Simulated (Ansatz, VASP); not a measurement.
## Ge2SbO: VASP beside Ansatz

Contents of INCAR:

```
ALGO = Normal ; EDIFF = 1E-6
ENCUT = 520 ; GGA = PE
ISIF = 2 ; ISMEAR = 0
LASPH = T ; LCHARG = F
LREAL = F ; LWAVE = F
NBANDS = 28 ; NELM = 80
PREC = Accurate ; SIGMA = 0.1
```

Contents of KPOINTS:

```
k-points
0
Gamma
  6 6 4
```

The input POSCAR:

```
Ge2SbO
1.0
    3.5937163600      0.0000000000      0.0000000000
   -1.7968581800      3.1122496600      0.0000000000
    0.0000000000      0.0000000000      7.3365832000
Ge Sb O
2 1 1
Direct
    0.0000000000      0.0000000000      0.2523463800
    0.0000000000      0.0000000000      0.7476536200
    0.0000000000      0.0000000000      0.0000000000
    0.0000000000      0.0000000000      0.5000000000
```

Input for Ansatz:

```yaml
crystal:
  lattice:
    - [3.59371636, 0.0, 0.0]
    - [-1.79685818, 3.11224966, 0.0]
    - [0.0, 0.0, 7.3365832]
  atoms:
    - { symbol: Ge, position: [0.0, 0.0, 0.25234638] }
    - { symbol: Ge, position: [0.0, 0.0, 0.74765362] }
    - { symbol: Sb, position: [0.0, 0.0, 0.0] }
    - { symbol: O, position: [0.0, 0.0, 0.5] }
basis:
  ecutwfc: 420
kpoints:
  mp_grid: { grid: [6, 6, 4] }
hamiltonian:
  xc: pbe
scf:
  occupations: { method: gaussian, width: 0.1 }
  lower_state_search: "off"
output:
  forces: true
  stress: true
  eigenvalues: true
```

Alike in both runs: task single point; functional PBE; k mesh 6 × 6 × 4; occupations gaussian, width 0.1 eV; no spin polarisation.

|  | VASP | Ansatz |
| --- | --- | --- |
| version | VASP 6.6.1 | Ansatz 0.2.0 |
| potentials or method | VASP PAW PBE potentials, release 64 (Ge_d, Sb, O), cutoff 520 eV | scalar-relativistic, plane waves, PAW |
| valence electrons in the cell | 39 | 49 |

```tsv
	VASP	Ansatz	Ansatz less VASP
gap on the k mesh at the Fermi level (eV)	none	none	-
rms of the force components (eV/Å)	10.111	10.093	-0.0177
```

Atom by atom the forces differ by 0.018 eV/Å (rms over components). A gap of «none» marks a metal or a gap that the smearing closes. The functional is the same, so the differences come from potentials, cutoffs and numerics. VASP's potentials hold 39 valence electrons a cell and Ansatz's 49, so a difference there can come from the potentials and not from the codes.

Spin-orbit coupling is off throughout.
